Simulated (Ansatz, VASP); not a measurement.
One calculation of La3Hf2C4, two programs

```
La Hf C
1.0
     7.36128    0.00000    0.00000
    -3.68064    6.37506    0.00000
     0.00000    0.00000    5.49674
La Hf C
3 2 4
Direct
  0.33333 0.66667 0.00000
  0.66667 0.33333 0.00000
  0.00000 0.00000 0.00000
  0.33333 0.66667 0.50000
  0.66667 0.33333 0.50000
  0.50000 0.00000 0.00000
  0.00000 0.50000 0.00000
  0.50000 0.50000 0.00000
  0.00000 0.00000 0.50000
```

Alike in both runs: functional PBE; k mesh 6 × 6 × 8; occupations gaussian, width 0.1 eV; no spin polarisation.

Ansatz relaxed the structure, and its values are those at the end. VASP's run is a single point on that final structure, the one shown.

|  | VASP | Ansatz |
| --- | --- | --- |
| version | VASP 6.6.1 | Ansatz 0.2.0 |
| potentials or method | VASP PAW PBE potentials, release 64 (La, Hf_pv, C), cutoff 520 eV | scalar-relativistic, plane waves, PAW |
| valence electrons in the cell | 69 | 101 |

VASP gave:

```
gap on the k mesh at the Fermi level (eV) : none
pressure (GPa)                            : -0.1
```

Task: What did Ansatz give for the same quantities?

Result: gap on the k mesh at the Fermi level (eV): none; pressure (GPa): 0.0.

A gap of «none» marks a metal or a gap that the smearing closes. The functional is the same, so the differences come from potentials, cutoffs and numerics. VASP's potentials hold 69 valence electrons a cell and Ansatz's 101, so a difference there can come from the potentials and not from the codes.

Neither program's run includes spin-orbit coupling.
